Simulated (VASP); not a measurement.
A run of VASP 6.6.1 is set up as follows.

INCAR

```
PREC = Accurate
ENCUT = 520
EDIFF = 1E-7
ISMEAR = 0
SIGMA = 0.01
LREAL = F
LASPH = T
NELM = 60
ALGO = Normal
ISIF = 2
LWAVE = F
LCHARG = F
GGA = CA
NBANDS = 25
```

The input KPOINTS:

```
Automatic mesh
0
Gamma
  8 8 4
```

The input POSCAR:

```
CO2
1.0
    2.3004365536     -2.1214058107      0.0000000000
    2.3004365536      2.1214058107      0.0000000000
    0.0000000000      0.0000000000      5.8657827857
C O
2 4
Direct
    0.0000000000      0.0000000000      0.0000000000
    0.5000000000      0.5000000000      0.5000000000
    0.7803208833      0.2196791167      0.8832724447
    0.2196791167      0.7803208833      0.1167275553
    0.7196791167      0.2803208833      0.3832724447
    0.2803208833      0.7196791167      0.6167275553
```

Potentials or basis: VASP PAW LDA potentials, release 64 (C, O).

The run is started by

```console
$ cat potpaw_LDA.64/C/POTCAR potpaw_LDA.64/O/POTCAR > POTCAR
$ mpirun -np 1 vasp_std > vasp.out
```

(1) Estimate the pressure.

(2) Estimate the band gap on the k mesh.

(3) What does it give for the largest force?

## Answers

(1) 12.0 GPa.

(2) 5.65 eV (least direct gap 6.83 eV).

(3) 0.821 eV/Å.

Caveat: the cell stands under pressure.
